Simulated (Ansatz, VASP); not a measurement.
# Al2Cu: VASP beside Ansatz

```
CELL_PARAMETERS angstrom
3.96019 0.00000 0.00000
0.00000 3.96019 0.00000
0.00000 0.00000 3.03838
ATOMIC_POSITIONS crystal
Al 0.50000 0.00000 0.50000
Al 0.00000 0.50000 0.50000
Cu 0.00000 0.00000 0.00000
```

Alike in both runs: task single point; functional r2SCAN; k mesh 14 × 14 × 18; occupations gaussian, width 0.15 eV; no spin polarisation.

|  | VASP | Ansatz |
| --- | --- | --- |
| version | VASP 6.6.1 | Ansatz 0.2.0 |
| potentials or method | VASP PAW PBE potentials, release 64 (Al, Cu), cutoff 520 eV | scalar-relativistic, plane waves, PAW |
| valence electrons in the cell | 17 | 25 |

|  | VASP | Ansatz | Ansatz less VASP |
| --- | --- | --- | --- |
| gap on the k mesh at the Fermi level (eV) | none | none | - |
| pressure (GPa) | 0.5 | 0.6 | +0.12 |
| traceless stress, the component that is largest in VASP (GPa) | -5.73 | -5.76 | -0.027 |

VASP's potentials were made for PBE, not for r2SCAN. A gap of «none» marks a metal or a gap that the smearing closes. With one functional, cell and mesh, what is left measures potentials, basis and numerics. VASP's potentials hold 17 valence electrons a cell and Ansatz's 25, so a difference there can come from the potentials and not from the codes.
